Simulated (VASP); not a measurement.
# Hf (Im-3m) in VASP: notebook

Runs on Hf. Level: r2SCAN. Tasks: single point.

Everything below comes from runs of VASP 6.6.1. Logs are shortened: lines on timing, memory, paths and dates and some standing lists are left out, and cuts for length are marked.

## Step 1: The cell of the first run

It takes space group Im-3m (No. 229, cubic). Conventional cell: a = 3.466 Å, b = 3.466 Å, c = 3.466 Å, α = 90.00°, β = 90.00°, γ = 90.00°. Within 4.0 Å of Hf (site symmetry m-3m) lie 14 Hf at 3.00 to 3.47 Å.

## Step 2: Single point, r2SCAN (volume scaled by 0.94)

File POSCAR:

```
Hf
1.0
   -1.7328845687      1.7328845687      1.7328845687
    1.7328845687     -1.7328845687      1.7328845687
    1.7328845687      1.7328845687     -1.7328845687
Hf
1
Direct
    0.0000000000      0.0000000000      0.0000000000
```

File INCAR.step1:

```
SYSTEM = Hf
ALGO = Normal
EDIFF = 1E-4
ENCUT = 520
GGA = PE
ISMEAR = 0
LASPH = .True.
LCHARG = .False.
LREAL = .False.
LWAVE = .True.
NBANDS = 11
NELM = 100
PREC = Accurate
SIGMA = 0.1
```

File INCAR.step2:

```
SYSTEM = Hf
ALGO = Normal
EDIFF = 1E-7
ENCUT = 520
ISIF = 2
ISMEAR = 0
ISTART = 1
LASPH = .True.
LCHARG = .True.
LELF = .True.
LMIXTAU = .True.
LREAL = .False.
LVHAR = .True.
LWAVE = .False.
METAGGA = R2SCAN
NBANDS = 11
NELM = 100
PREC = Accurate
SIGMA = 0.1
```

File KPOINTS:

```
k-points
0
Gamma
  16 16 16
  0 0 0
```

Potentials or basis: VASP PAW PBE potentials, release 64 (Hf_pv).

On the command line:

```bash
$ cat potpaw_PBE.64/Hf_pv/POTCAR > POTCAR
$ cp INCAR.step1 INCAR
$ mpirun -np 1 vasp_std > vasp.out
$ cp INCAR.step2 INCAR
$ mpirun -np 1 vasp_std > vasp.out
```

OUTCAR:

```text
SYSTEM = Hf
   EDIFF = 1E-7
   ENCUT = 520
   ISIF = 2
   ISMEAR = 0
   ISTART = 1
   LASPH = .True.
   LREAL = .False.
   METAGGA = R2SCAN
   NELM = 100
   PREC = Accurate

 ion  position               nearest neighbor table
   1  0.000  0.000  0.000-

  LATTYP: Found a body centered cubic cell.
 ALAT       =     3.4657691374

  Lattice vectors:

 A1 = (  -1.7328845687,   1.7328845687,   1.7328845687)
 A2 = (   1.7328845687,  -1.7328845687,   1.7328845687)
 A3 = (   1.7328845687,   1.7328845687,  -1.7328845687)

Analysis of symmetry for initial positions (statically):
=====================================================================
 Subroutine PRICEL returns:
 Original cell was already a primitive cell.

 Routine SETGRP: Setting up the symmetry group for a
 body centered cubic supercell.

 Subroutine GETGRP returns: Found 48 space group operations
 (whereof 48 operations were pure point group operations)
 out of a pool of 48 trial point group operations.

The static configuration has the point symmetry O_h .

Analysis of symmetry for dynamics (positions and initial velocities):
=====================================================================
 Subroutine PRICEL returns:
 Original cell was already a primitive cell.

 Routine SETGRP: Setting up the symmetry group for a
 body centered cubic supercell.

 Subroutine GETGRP returns: Found 48 space group operations
 (whereof 48 operations were pure point group operations)
 out of a pool of 48 trial point group operations.

The dynamic configuration has the point symmetry O_h .

 Subroutine INISYM returns: Found 48 space group operations
 (whereof 48 operations are pure point group operations),
 and found     1 'primitive' translations

----------------------------------------------------------------------------------------

                                     Primitive cell

  volume of cell :      20.8146

  direct lattice vectors                    reciprocal lattice vectors
    -1.732884569  1.732884569  1.732884569     0.000000000  0.288536241  0.288536241
     1.732884569 -1.732884569  1.732884569     0.288536241  0.000000000  0.288536241
     1.732884569  1.732884569 -1.732884569     0.288536241  0.288536241  0.000000000

  length of vectors
     3.001444117  3.001444117  3.001444117     0.408051866  0.408051866  0.408051866

  position of ions in fractional coordinates (direct lattice)
     0.000000000  0.000000000  0.000000000

  ion indices of the primitive-cell ions
   primitive index   ion index
                 1           1

----------------------------------------------------------------------------------------

 KPOINTS: k-points

Automatic generation of k-mesh.
 Grid dimensions read from file:
 generate k-points for:   16   16   16

 Generating k-lattice:

  Cartesian coordinates                     Fractional coordinates (reciprocal lattice)
     0.000000000  0.018033515  0.018033515     0.062500000  0.000000000  0.000000000
     0.018033515  0.000000000  0.018033515     0.000000000  0.062500000  0.000000000
     0.018033515  0.018033515  0.000000000     0.000000000  0.000000000  0.062500000

  Length of vectors
     0.025503242  0.025503242  0.025503242

  Shift w.r.t. Gamma in fractional coordinates (k-lattice)
     0.000000000  0.000000000  0.000000000

 Subroutine IBZKPT returns following result:
 ===========================================

 Found    145 irreducible k-points:

 Following reciprocal coordinates:
            Coordinates               Weight
  0.000000  0.000000  0.000000      1.000000
  0.062500  0.000000  0.000000     12.000000
  0.125000  0.000000  0.000000     12.000000
  0.187500  0.000000  0.000000     12.000000
  0.250000  0.000000  0.000000     12.000000
  0.312500  0.000000  0.000000     12.000000
[... 16 lines left out ...]
  0.187500  0.187500  0.000000     24.000000
  0.250000  0.187500  0.000000     48.000000
 [... further k-points ...]
   k-points           NKPTS =    145   k-points in BZ     NKDIM =    145   number of bands    NBANDS=     11
   number of dos      NEDOS =    301   number of ions     NIONS =      1
   total plane-waves  NPLWV =  13824
   dimension x,y,z NGX =    24 NGY =   24 NGZ =   24
   dimension x,y,z NGXF=    48 NGYF=   48 NGZF=   48
   ions per type =               1
   NGX,Y,Z   is equivalent  to a cutoff of  13.29, 13.29, 13.29 a.u.
   NGXF,Y,Z  is equivalent  to a cutoff of  26.59, 26.59, 26.59 a.u.
 SYSTEM =  Hf
   PREC   = accura    normal or accurate (medium, high low for compatibility)
   ISTART =      1    job   : 0-new  1-cont  2-samecut
   ICHARG =      0    charge: 1-file 2-atom 10-const
   ISPIN  =      1    spin polarized calculation?
   LNONCOLLINEAR =      F non collinear calculations
   LSORBIT =      F    spin-orbit coupling
   LASPH  =      T    aspherical Exc in radial PAW
   ENCUT  =  520.0 eV  38.22 Ry    6.18 a.u.   5.58  5.58  5.58*2*pi/ulx,y,z
   NELM   =    100;   NELMIN=  2; NELMDL=  0     # of ELM steps
   EDIFF  = 0.1E-06   stopping-criterion for ELM
   LREAL  =      F    real-space projection
   EDIFFG = 0.1E-05   stopping-criterion for IOM
   NSW    =      0    number of steps for IOM
   IBRION =     -1    ionic relax: 0-MD 1-quasi-New 2-CG
   NFREE  =      0    steps in history (QN), initial steepest desc. (CG)
   ISIF   =      2    stress and relaxation
   ISYM   =      2    0-nonsym 1-usesym 2-fastsym
   POTIM  = 0.5000    time-step for ionic-motion
   TEBEG  =    0.0;   TEEND  =   0.0 temperature during run
   PSTRESS=    0.0 pullay stress
   NELECT =      10.0000    total number of electrons
   NUPDOWN=      -1.0000    fix difference up-down
   EMIN   =  10.00;   EMAX   =-10.00  energy-range for DOS
   EFERMI =   0.00;   METHOD = LEGACY
   ISMEAR =     0;   SIGMA  =   0.10  broadening in eV -4-tet -1-fermi 0-gaus
   EFERMI_NEDOS =   21; number of points for ismear=-14 and -15
   IALGO  =     38    algorithm
   IMIX   =      4    mixing-type and parameters
     AMIX     =   0.40;   BMIX     =  1.00
     AMIX_MAG =   1.60;   BMIX_MAG =  1.00
  volume/ion in A,a.u.               =      20.81       140.46
  Fermi-wavevector in a.u.,A,eV,Ry     =   1.282188  2.422985 22.368077  1.644007
  Thomas-Fermi vector in A             =   2.414515
   LORBIT       =      0    0 simple, 1 ext, 2 COOP (PROOUT), +10 PAW based schemes
   METAGGA = R2SCAN    functional components
   LHFCALC =     F    Hartree Fock is set to
   AEXX    =    0.0000 exact exchange contribution
   IVDW    =     0    specifies the selected vdW correction
   LEPSILON=     F    determine dielectric tensor
   LRPA    =     F    only Hartree local field effects (RPA)
 non-spin polarized calculation
 Gauss-broadening in eV      SIGMA  =   0.10
  energy-cutoff  :      520.00
  volume of cell :       20.81
 maximum number of plane-waves:       586
   NGX = 11   NGY = 11   NGZ = 11

 number of electron       9.9999999 magnetization

 Free energy of the ion-electron system (eV)
  ---------------------------------------------------
  ext. energy  EPLUGINS =         0.00000000
  ---------------------------------------------------
  free energy    TOTEN  =       -44.92044230 eV

  energy without entropy =      -44.91366491  energy(sigma->0) =      -44.91705361

 E-fermi :   4.9467     XC(G=0): -12.5372

 val. band max:        4.9325841873   @ k =   0.1875   0.1250   0.0625
 cond. band min:       4.9551453011   @ k =   0.2500   0.2500   0.0000
 fundamental gap:      0.0225611138
 Fermi energy:         4.9467443859

 k-point     1 :       0.0000    0.0000    0.0000
  band No.  band energies     occupation
      1     -25.7195      2.00000
      2     -25.7195      2.00000
      3     -25.7195      2.00000
      4      -2.6632      2.00000
      5       6.7837      0.00000
      6       6.7837      0.00000
      7       6.7837      0.00000
      8       9.8198      0.00000
      9       9.8198      0.00000
     10      17.3735      0.00000
     11      19.2599      0.00000

 k-point     2 :       0.0625    0.0000    0.0000
  band No.  band energies     occupation
      1     -25.7637      2.00000
      2     -25.7327      2.00000
      3     -25.7198      2.00000
      4      -2.4995      2.00000
      5       6.6618      0.00000
      6       6.7331      0.00000
      7       6.9433      0.00000
      8       9.6179      0.00000
      9       9.8149      0.00000
     10      17.3735      0.00000
     11      19.4228      0.00000

 k-point     3 :       0.1250    0.0000    0.0000
  band No.  band energies     occupation
      1     -25.8879      2.00000
      2     -25.7700      2.00000
      3     -25.7207      2.00000
      4      -2.0275      2.00000
      5       6.3363      0.00000
      6       6.5176      0.00000
      7       7.4166      0.00000
      8       9.2622      0.00000
      9       9.8160      0.00000
     10      17.3734      0.00000
     11      19.8116      0.00000

 k-point     4 :       0.1875    0.0000    0.0000
  band No.  band energies     occupation
      1     -26.0690      2.00000
      2     -25.8254      2.00000
      3     -25.7221      2.00000
      4      -1.3060      2.00000
      5       5.8978      0.00000
      6       6.0733      0.00000
      7       8.1861      0.00000
      8       9.1329      0.00000
      9       9.8588      0.00000
     10      17.3735      0.00000
     11      20.0363      0.00000
[... 239 lines left out ...]
 k-point    22 :       0.4375    0.1250    0.0000
  band No.  band energies     occupation
      1     -26.7341      2.00000
      2     -26.1098      2.00000
      3     -25.7839      2.00000
      4       1.7170      2.00000
      5       4.4551      2.00000
      6       5.6223      0.00000
      7       9.5122      0.00000
      8      10.9803      0.00000
      9      14.0169      0.00000
     10      15.9609      0.00000
     11      17.3357      0.00000

 k-point    23 :       0.1875    0.1875    0.0000
  band No.  band energies     occupation
      1     -26.4530      2.00000
      2     -25.9735      2.00000
      3     -25.7969      2.00000
      4       0.8017      2.00000
      5       4.7215      1.99856
      6       5.1795      0.00100
      7       8.9328      0.00000
      8      10.6468      0.00000
      9      10.9635      0.00000
     10      17.3733      0.00000
     11      18.6302      0.00000

 k-point    24 :       0.2500    0.1875    0.0000
  band No.  band energies     occupation
      1     -26.5583      2.00000
      2     -26.0620      2.00000
      3     -25.8109      2.00000
      4       1.5854      2.00000
      5       4.4084      2.00000
      6       5.0296      0.24139
      7       9.1855      0.00000
      8      10.7193      0.00000
      9      12.2635      0.00000
     10      17.3681      0.00000
     11      17.4624      0.00000

 [... further k-points ...]
[... 5 lines left out ...]
  --------------------------------------------------------------------------------------
  -------------------------------------------------------------------------------------
  Total        0.8442112      0.8442112      0.8442112     -0.0000000      0.0000000      0.0000000
  in kB       64.9819588     64.9819588     64.9819588     -0.0000000      0.0000000      0.0000000
  external PRESSURE =      64.9819588 kB  Pullay stress =       0.0000000 kB

 VOLUME and BASIS-vectors are now :
 -----------------------------------------------------------------------------
  energy-cutoff  :      520.00
  volume of cell :       20.81
      direct lattice vectors                 reciprocal lattice vectors
    -1.732884569  1.732884569  1.732884569     0.000000000  0.288536241  0.288536241
     1.732884569 -1.732884569  1.732884569     0.288536241  0.000000000  0.288536241
     1.732884569  1.732884569 -1.732884569     0.288536241  0.288536241  0.000000000

 POSITION                                       TOTAL-FORCE (eV/Angst)
 -----------------------------------------------------------------------------------
      0.00000      0.00000      0.00000         0.000000     -0.000000      0.000000
 -----------------------------------------------------------------------------------
    total drift:                               -0.000000      0.000000      0.000000

  FREE ENERGIE OF THE ION-ELECTRON SYSTEM (eV)
  ---------------------------------------------------
  free  energy   TOTEN  =       -44.9204423042 eV

  energy  without entropy=      -44.9136649128  energy(sigma->0) =      -44.91705361
```

It took 77 s on 1 thread of AMD EPYC 9R45 (Zen 5), shared host; peak memory 0.14 GiB.

What came out:

| Property | Result |
| --- | --- |
| Free energy | -44.9204 eV |
| Pressure | 6.5 GPa |
| Band gap on the k mesh | zero (band 5 reaches 6.78 eV, above the bottom of band 6 at 4.14 eV) |

Levels at points of the mesh, in eV from the Fermi level:
| k point | band 2 | band 3 | band 4 | band 5 | band 6 | band 7 | band 8 | band 9 |
| --- | --- | --- | --- | --- | --- | --- | --- | --- |
| (0.00, 0.00, 0.00) | -30.67 | -30.67 | -7.61 | 1.84 | 1.84 | 1.84 | 4.87 | 4.87 |
| (0.50, 0.00, 0.00) | -31.00 | -30.67 | -3.70 | -0.51 | 1.18 | 4.80 | 5.87 | 8.61 |
| (0.50, 0.50, 0.50) | -31.40 | -31.40 | -3.04 | -3.04 | 7.67 | 7.67 | 7.67 | 8.14 |

Caveat: the PAW data sets were made with another functional, which shifts forces and pressure a little; spin-orbit coupling is left out, which moves the levels of the heavy elements.

(Part 1 of 2 ends here.)
